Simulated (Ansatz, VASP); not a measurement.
## TaN: VASP beside Ansatz

The input INCAR:

```
SYSTEM = TaN
  PREC = Accurate
  ENCUT = 700
  EDIFF = 1E-6
  ISMEAR = 0
  SIGMA = 0.15
  LREAL = .False.
  LASPH = .True.
  NELM = 120
  ALGO = Normal
  ISIF = 2
  LWAVE = .False.
  LCHARG = .False.
  GGA = PE
  NBANDS = 16
  GGA_COMPAT = .False.
```

Contents of KPOINTS:

```
Automatic mesh
0
Gamma
  20 20 20
  0 0 0
```

Contents of POSCAR:

```
TaN
1.0
    0.0000000000      2.2081122570      2.2081122570
    2.2081122570      0.0000000000      2.2081122570
    2.2081122570      2.2081122570      0.0000000000
Ta N
1 1
Direct
    0.5000000000      0.5000000000      0.5000000000
    0.0000000000      0.0000000000      0.0000000000
```

Input for Ansatz:

```yaml
crystal:
  lattice:
    - [0.0, 2.208112257, 2.208112257]
    - [2.208112257, 0.0, 2.208112257]
    - [2.208112257, 2.208112257, 0.0]
  atoms:
    - { symbol: Ta, position: [0.5, 0.5, 0.5] }
    - { symbol: "N", position: [0.0, 0.0, 0.0] }
basis:
  ecutwfc: 520.0
kpoints:
  mp_grid: { grid: [20, 20, 20] }
hamiltonian:
  xc: pbe
  pseudopotentials: { kind: paw, azcp: { folder: soft_1 } }
scf:
  occupations: { method: gaussian, width: 0.15 }
output:
  forces: true
  stress: true
  eigenvalues: true
```

Alike in both runs: task single point; functional PBE; k mesh 20 × 20 × 20; occupations gaussian, width 0.15 eV; no spin polarisation.

```csv
,VASP,Ansatz
version,VASP 6.6.1,Ansatz 0.2.0
potentials or method,"VASP PAW PBE potentials, release 64 (Ta_sv_GW, N), cutoff 700 eV","scalar-relativistic, plane waves, PAW"
valence electrons in the cell,18,18
```

```csv
,VASP,Ansatz,Ansatz less VASP
gap on the k mesh at the Fermi level (eV),none,none,-
pressure (GPa),0.1,-0.1,-0.13
```

A gap of «none» marks a metal or a gap that the smearing closes.

Spin-orbit coupling is off throughout.
